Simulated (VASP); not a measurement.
# Fe (Fm-3m) in VASP: relaxation of cell and atoms with PBEsol

Aim: the relaxation of cell and atoms of Fe with PBEsol.

Program: VASP 6.6.1. These are calculated values, not measurements. Logs are shortened: lines on timing, memory, paths and dates and some standing lists are left out, and cuts for length are marked.

### 1 The cell of the first run

Symmetry: Fm-3m, No. 225, cubic system. Conventional cell: a = 3.612 Å, b = 3.612 Å, c = 3.612 Å, α = 90.00°, β = 90.00°, γ = 90.00°. Fe (site symmetry m-3m) has 12 Fe at 2.55 Å within 3.4 Å.

This isn't the form of Fe at room conditions, which is bcc.

### 2 Relaxation of cell and atoms, PBEsol, collinear spin, antiferromagnetic start

Contents of INCAR:

```
SYSTEM = Fe
PREC = Accurate ; ENCUT = 540
EDIFF = 1E-7 ; ISMEAR = -1
SIGMA = 0.05 ; LREAL = .False.
LASPH = .True. ; NELM = 300
ALGO = All ; ISIF = 3
LWAVE = .False. ; LCHARG = .False.
ISPIN = 2 ; MAGMOM = 2.5 -2.5
LORBIT = 11 ; LMAXMIX = 4
GGA = PS ; IBRION = 2
NSW = 80 ; EDIFFG = -0.01
GGA_COMPAT = .False. ; NELMIN = 4
ISEARCH = 1 ; KPAR = 4
```

Contents of KPOINTS:

```
Automatic mesh
0
Gamma
  12 12 9
  0 0 0
```

Contents of POSCAR:

```
Fe
1.0
    2.5537611755      0.0000000000      0.0000000000
    0.0000000000      2.5537611755      0.0000000000
    0.0000000000      0.0000000000      3.6115636895
Fe
2
Direct
    0.0000000000      0.0000000000      0.0000000000
    0.5000000000      0.5000000000      0.5000000000
```

Potentials or basis: VASP PAW PBE potentials, release 64 (Fe).

Run with:

```
$ cat potpaw_PBE.64/Fe/POTCAR > POTCAR
$ mpirun -np 4 vasp_std > vasp.out
```

OUTCAR:

```text
SYSTEM = Fe
   PREC = Accurate
   ENCUT = 540
   EDIFF = 1E-7
   ISMEAR = -1
   LREAL = .False.
   LASPH = .True.
   NELM = 300
   ISIF = 3
   ISPIN = 2
   LORBIT = 11
   GGA = PS
   IBRION = 2
   NSW = 80
   EDIFFG = -0.01
   NELMIN = 4

 ion  position               nearest neighbor table
   1  0.000  0.000  0.000-   2 2.55   2 2.55   2 2.55   2 2.55   2 2.55   2 2.55   2 2.55   2 2.55

   2  0.500  0.500  0.500-   1 2.55   1 2.55   1 2.55   1 2.55   1 2.55   1 2.55   1 2.55   1 2.55

  LATTYP: Found a simple tetragonal cell.
 ALAT       =     2.5537611755
 C/A-ratio  =     1.4142135624

  Lattice vectors:

 A1 = (   2.5537611755,   0.0000000000,   0.0000000000)
 A2 = (   0.0000000000,   2.5537611755,   0.0000000000)
 A3 = (   0.0000000000,   0.0000000000,   3.6115636895)

Analysis of symmetry for initial positions (statically):
=====================================================================
 Subroutine PRICEL returns following result:

  LATTYP: Found a face centered cubic cell.
 ALAT       =     3.6115636895
[... 12 lines left out ...]
 Subroutine GETGRP returns: Found 16 space group operations
 (whereof 16 operations were pure point group operations)
 out of a pool of 16 trial point group operations.

The static configuration has the point symmetry D_4h.

Analysis of symmetry for dynamics (positions and initial velocities):
=====================================================================
 Subroutine PRICEL returns following result:

  LATTYP: Found a face centered cubic cell.
 ALAT       =     3.6115636895
[... 12 lines left out ...]
 Subroutine GETGRP returns: Found 16 space group operations
 (whereof 16 operations were pure point group operations)
 out of a pool of 16 trial point group operations.

The dynamic configuration has the point symmetry D_4h.

Analysis of structural, dynamic, and magnetic symmetry:
=====================================================================
 Subroutine PRICEL returns following result:

  LATTYP: Found a face centered cubic cell.
 ALAT       =     3.6115636895
[... 12 lines left out ...]
 Subroutine GETGRP returns: Found 16 space group operations
 (whereof 16 operations were pure point group operations)
 out of a pool of 16 trial point group operations.

The overall configuration has the point symmetry D_4h.

 Subroutine INISYM returns: Found 16 space group operations
 (whereof 16 operations are pure point group operations),
 and found     2 'primitive' translations

----------------------------------------------------------------------------------------

                                     Primitive cell

  volume of cell :      11.7768

  direct lattice vectors                    reciprocal lattice vectors
    -1.276880588 -1.276880588 -1.805781845    -0.391579295  0.000000000 -0.276888375
     1.276880588 -1.276880588 -1.805781845     0.391579295  0.000000000 -0.276888375
     0.000000000 -2.553761176  0.000000000     0.000000000 -0.391579295  0.276888375

  length of vectors
     2.553761176  2.553761176  2.553761176     0.479584733  0.479584733  0.479584733

  position of ions in fractional coordinates (direct lattice)
     0.000000000  0.000000000  0.000000000

  ion indices of the primitive-cell ions
   primitive index   ion index
                 1           1

----------------------------------------------------------------------------------------

 KPOINTS: Automatic mesh

Automatic generation of k-mesh.
 Grid dimensions read from file:
 generate k-points for:   12   12    9

 Generating k-lattice:

  Cartesian coordinates                     Fractional coordinates (reciprocal lattice)
     0.032631608  0.000000000  0.000000000     0.083333333  0.000000000  0.000000000
     0.000000000  0.032631608  0.000000000     0.000000000  0.083333333  0.000000000
     0.000000000  0.000000000  0.030765375     0.000000000  0.000000000  0.111111111

  Length of vectors
     0.032631608  0.032631608  0.030765375

  Shift w.r.t. Gamma in fractional coordinates (k-lattice)
     0.000000000  0.000000000  0.000000000

 Subroutine IBZKPT returns following result:
 ===========================================

 Found    140 irreducible k-points:

 Following reciprocal coordinates:
            Coordinates               Weight
  0.000000  0.000000  0.000000      1.000000
  0.083333  0.000000  0.000000      4.000000
  0.166667  0.000000  0.000000      4.000000
  0.250000  0.000000  0.000000      4.000000
  0.333333  0.000000  0.000000      4.000000
  0.416667  0.000000  0.000000      4.000000
[... 16 lines left out ...]
  0.333333  0.333333  0.000000      4.000000
  0.416667  0.333333  0.000000      8.000000
 [... further k-points ...]
   k-points           NKPTS =    140   k-points in BZ     NKDIM =    140   number of bands    NBANDS=     12
   number of dos      NEDOS =    301   number of ions     NIONS =      2
   total plane-waves  NPLWV =  11200
   dimension x,y,z NGX =    20 NGY =   20 NGZ =   28
   dimension x,y,z NGXF=    40 NGYF=   40 NGZF=   56
   ions per type =               2
   NGX,Y,Z   is equivalent  to a cutoff of  13.02, 13.02, 12.89 a.u.
   NGXF,Y,Z  is equivalent  to a cutoff of  26.04, 26.04, 25.78 a.u.
 SYSTEM =  Fe
   PREC   = accura    normal or accurate (medium, high low for compatibility)
   ISTART =      0    job   : 0-new  1-cont  2-samecut
   ICHARG =      2    charge: 1-file 2-atom 10-const
   ISPIN  =      2    spin polarized calculation?
   LNONCOLLINEAR =      F non collinear calculations
   LSORBIT =      F    spin-orbit coupling
   LASPH  =      T    aspherical Exc in radial PAW
   ENCUT  =  540.0 eV  39.69 Ry    6.30 a.u.   4.84  4.84  6.84*2*pi/ulx,y,z
   NELM   =    300;   NELMIN=  4; NELMDL= -5     # of ELM steps
   EDIFF  = 0.1E-06   stopping-criterion for ELM
   LREAL  =      F    real-space projection
   EDIFFG = -.1E-01   stopping-criterion for IOM
   NSW    =     80    number of steps for IOM
   IBRION =      2    ionic relax: 0-MD 1-quasi-New 2-CG
   NFREE  =      1    steps in history (QN), initial steepest desc. (CG)
   ISIF   =      3    stress and relaxation
   ISYM   =      2    0-nonsym 1-usesym 2-fastsym
   POTIM  = 0.5000    time-step for ionic-motion
   TEBEG  =    0.0;   TEEND  =   0.0 temperature during run
   PSTRESS=    0.0 pullay stress
   NELECT =      16.0000    total number of electrons
   NUPDOWN=      -1.0000    fix difference up-down
   EMIN   =  10.00;   EMAX   =-10.00  energy-range for DOS
   EFERMI =   0.00;   METHOD = LEGACY
   ISMEAR =    -1;   SIGMA  =   0.05  broadening in eV -4-tet -1-fermi 0-gaus
   EFERMI_NEDOS =   21; number of points for ismear=-14 and -15
   IALGO  =     58    algorithm
   IMIX   =      4    mixing-type and parameters
     AMIX     =   0.40;   BMIX     =  1.00
     AMIX_MAG =   1.60;   BMIX_MAG =  1.00
  volume/ion in A,a.u.               =      11.78        79.47
  Fermi-wavevector in a.u.,A,eV,Ry     =   1.439117  2.719537 28.178465  2.071059
  Thomas-Fermi vector in A             =   2.558009
   LORBIT       =     11    0 simple, 1 ext, 2 COOP (PROOUT), +10 PAW based schemes
   GGA     = PS    functional components
   LHFCALC =     F    Hartree Fock is set to
   AEXX    =    0.0000 exact exchange contribution
   IVDW    =     0    specifies the selected vdW correction
   LEPSILON=     F    determine dielectric tensor
   LRPA    =     F    only Hartree local field effects (RPA)
 conjugate gradient relaxation of ions
 spin polarized calculation
  energy-cutoff  :      540.00
  volume of cell :       23.55
 maximum number of plane-waves:       688
 NGX is ok and might be reduce to    20
   NGX =  9   NGY =  9   NGZ = 13

--------------------------------------- Ionic step        1  -------------------------------------------

 number of electron      15.9999990 magnetization      -0.0000000

 number of electron      15.9999990 magnetization       0.0000000

 Free energy of the ion-electron system (eV)
  ---------------------------------------------------
  ext. energy  EPLUGINS =         0.00000000
  ---------------------------------------------------
  free energy    TOTEN  =       -17.43501271 eV

  energy without entropy =      -17.40295552  energy(sigma->0) =      -17.41898412

------------------------ aborting loop because EDIFF is reached ----------------------------------------

  FORCE on cell =-STRESS in cart. coord.  units (eV):
  Direction    XX          YY          ZZ          XY          YZ          ZX
  --------------------------------------------------------------------------------------
  -------------------------------------------------------------------------------------
  Total       -4.2380751     -4.2380751     -2.0815194      0.0000000      0.0000000      0.0000000
  in kB     -288.2858961   -288.2858961   -141.5908575      0.0000000      0.0000000      0.0000000
  external PRESSURE =    -239.3875499 kB  Pullay stress =       0.0000000 kB
[... 291 lines left out ...]
 number of electron      15.9999993 magnetization       0.0000000

 number of electron      15.9999993 magnetization      -0.0000000

 Free energy of the ion-electron system (eV)
  ---------------------------------------------------
  ext. energy  EPLUGINS =         0.00000000
  ---------------------------------------------------
  free energy    TOTEN  =       -17.76955710 eV

  energy without entropy =      -17.74637823  energy(sigma->0) =      -17.75796767

 E-fermi :   6.9446     XC(G=0): -13.9610

 val. band max:        6.9443673981   @ k =   0.2500   0.0000   0.3333
 cond. band min:       6.9452570821   @ k =   0.4167   0.4167   0.2222
 fundamental gap:      0.0008896840
 Fermi energy:         6.9445857127

 spin component 1

 k-point     1 :       0.0000    0.0000    0.0000
  band No.  band energies     occupation
      1      -2.1864      1.00000
      2       1.7080      1.00000
      3       2.4955      1.00000
      4       4.9100      1.00000
      5       5.1472      1.00000
      6       5.1472      1.00000
      7       6.4152      0.99997
      8       6.5286      0.99976
      9       8.2087      0.00000
     10       8.2087      0.00000
     11       8.3209      0.00000
     12       9.1982      0.00000
[... 333 lines left out ...]
      1       1.8008      1.00000
      2       2.3886      1.00000
      3       2.7937      1.00000
      4       2.8808      1.00000
      5       6.0070      1.00000
      6       6.8924      0.73992
      7       7.3301      0.00045
      8       7.4546      0.00004
      9       7.5836      0.00000
     10       7.9687      0.00000
     11       8.6101      0.00000
     12      12.4796      0.00000

 [... further k-points ...]

 spin component 2

 k-point     1 :       0.0000    0.0000    0.0000
  band No.  band energies     occupation
      1      -2.1864      1.00000
      2       1.7080      1.00000
      3       2.4955      1.00000
      4       4.9100      1.00000
      5       5.1472      1.00000
      6       5.1472      1.00000
      7       6.4152      0.99997
      8       6.5286      0.99976
      9       8.2087      0.00000
     10       8.2087      0.00000
     11       8.3209      0.00000
     12       9.1982      0.00000
[... 374 lines left out ...]
  FREE ENERGIE OF THE ION-ELECTRON SYSTEM (eV)
  ---------------------------------------------------
  free  energy   TOTEN  =       -17.7695571037 eV

  energy  without entropy=      -17.7463787362  energy(sigma->0) =      -17.75796792

 reached required accuracy - stopping structural energy minimisation

 total charge

# of ion       s       p       d       tot
------------------------------------------
    1        0.546   0.656   6.325   7.526
    2        0.546   0.656   6.325   7.526
--------------------------------------------------
tot          1.092   1.311  12.650  15.053

 magnetization (x)

# of ion       s       p       d       tot
------------------------------------------
    1       -0.014  -0.030  -1.186  -1.230
    2        0.014   0.030   1.186   1.230
--------------------------------------------------
tot          0.000   0.000  -0.000  -0.000
```

Run time: 5.9 min. Hardware: 4 MPI ranks of Intel Xeon Platinum 8375C at 2.90GHz (Ice Lake), shared host; peak memory 0.26 GiB.

What came out:

| Quantity | Value |
| --- | --- |
| Free energy | -17.7696 eV |
| Relaxed volume | 10.15 Å³/atom |
| Relaxed cell | a = 2.392 Å, b = 2.392 Å, c = 3.547 Å, α = 90.00°, β = 90.00°, γ = 90.00° |
| Space group after relaxing (to 0.1 Å) | I4/mmm (No. 139) |
| Energy gained by relaxing | 167.3 meV/atom |
| Ionic steps | 9 |
| Pressure after relaxing | 0.0 GPa |
| Band gap on the k mesh | zero (filled and empty bands overlap) |
| Net moment | 0.00 μB per cell |
| Site moments | Fe -1.23, +1.23 μB |
| Valence electrons inside the program's atomic spheres | Fe 7.53 |

Step by step:
| step | energy change (eV) | largest force (eV/Å) | pressure (GPa) | volume (Å³) |
| --- | --- | --- | --- | --- |
| 1 | 0.0000 | 0.0000 | -23.94 | 23.55 |
| 2 | -0.0854 | 0.0000 | 35.14 | 18.03 |
| 3 | -0.3323 | 0.0000 | -0.59 | 20.27 |
| 4 | -0.3326 | 0.0000 | 0.28 | 20.20 |
| 5 | -0.3325 | 0.0000 | 1.08 | 20.14 |
| 6 | -0.3340 | 0.0000 | -0.66 | 20.32 |
| 7 | -0.3340 | 0.0000 | -0.88 | 20.34 |
| 8 | -0.3345 | 0.0000 | 0.22 | 20.29 |
| 9 | -0.3345 | 0.0000 | -0.03 | 20.31 |

Final structure:
```
Fe
1.0
     2.39250    0.00000    0.00000
     0.00000    2.39250    0.00000
     0.00000    0.00000    3.54732
Fe
2
Cartesian
  0.0000 0.0000 0.0000
  1.1962 1.1962 1.7737
```

Levels at points of the mesh, in eV from the Fermi level:
Spin up:
| k point | band 6 | band 7 | band 8 | band 9 | band 10 | band 11 |
| --- | --- | --- | --- | --- | --- | --- |
| (0.00, 0.00, 0.00) | -1.80 | -0.53 | -0.42 | 1.26 | 1.26 | 1.38 |
| (0.50, 0.00, 0.00) | -2.11 | -1.65 | -0.80 | -0.08 | 0.47 | 2.50 |
| (0.50, 0.50, 0.00) | 0.84 | 1.06 | 1.06 | 1.10 | 1.75 | 3.46 |
Spin down:
| k point | band 4 | band 5 | band 6 | band 7 | band 8 | band 9 | band 10 | band 11 | band 12 |
| --- | --- | --- | --- | --- | --- | --- | --- | --- | --- |
| (0.00, 0.00, 0.00) | -2.03 | -1.80 | -1.80 | -0.53 | -0.42 | 1.26 | 1.26 | 1.38 | 2.25 |
| (0.50, 0.00, 0.00) | -2.94 | -2.50 | -2.11 | -1.65 | -0.80 | -0.08 | 0.47 | 2.50 | 3.24 |
| (0.50, 0.50, 0.00) | -4.50 | 0.60 | 0.84 | 1.06 | 1.06 | 1.10 | 1.75 | 3.46 | 3.46 |

Caveat: the antiferromagnetic order is the one typed at the start, and another may lie lower; the PAW data sets were made with another functional, which shifts forces and pressure a little.
